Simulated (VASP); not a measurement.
Set up this calculation in VASP 6.6.1, as the native input.

| Quantity | Value |
| --- | --- |
| Task | single point |
| Functional | PBE |
| Potentials or basis | VASP PAW PBE potentials, release 64 (Fe, Pb_d) |
| Cutoff | 520 eV |
| k mesh | 12 × 12 × 12 |
| Occupations | gaussian, width 0.1 eV |
| Spin | no spin polarisation |
| Dipole correction | no |
| Further INCAR settings | ALGO = Normal; EDIFF = 1e-06; NBANDS = 18 |

The structure of FePb lies in POSCAR:

```
FePb
1.0
    3.2320014878      0.0000000000      0.0000000000
    0.0000000000      3.2320014878      0.0000000000
    0.0000000000      0.0000000000      3.2320014878
Fe Pb
1 1
Direct
    0.0000000000      0.0000000000      0.0000000000
    0.5000000000      0.5000000000      0.5000000000
```

The input as run:

INCAR

```
ALGO = Normal
EDIFF = 1E-6
ENCUT = 520
GGA = PE
ISIF = 2
ISMEAR = 0
LASPH = T
LCHARG = T
LELF = T
LREAL = F
LVHAR = T
LWAVE = F
NBANDS = 18
NELM = 100
PREC = Accurate
SIGMA = 0.1
```

KPOINTS

```
k-points
0
Gamma
  12 12 12
```

Potentials or basis: VASP PAW PBE potentials, release 64 (Fe, Pb_d).

Run with:

```console
$ cat potpaw_PBE.64/Fe/POTCAR potpaw_PBE.64/Pb_d/POTCAR > POTCAR
$ mpirun -np 1 vasp_std > vasp.out
```

Results of the run:

```json
{
 "Pressure": "3.1 GPa",
 "Band gap on the k mesh": "zero (band 11 reaches 9.36 eV, above the bottom of band 12 at 9.16 eV)"
}
```

Caveat: spin-orbit coupling is left out, which moves the levels of the heavy elements.

It took 19 s on 1 thread of Intel(R) Xeon(R) Platinum 8259CL CPU @ 2.50GHz (Skylake/Cascade Lake), on a shared host, peak memory 0.17 GiB.
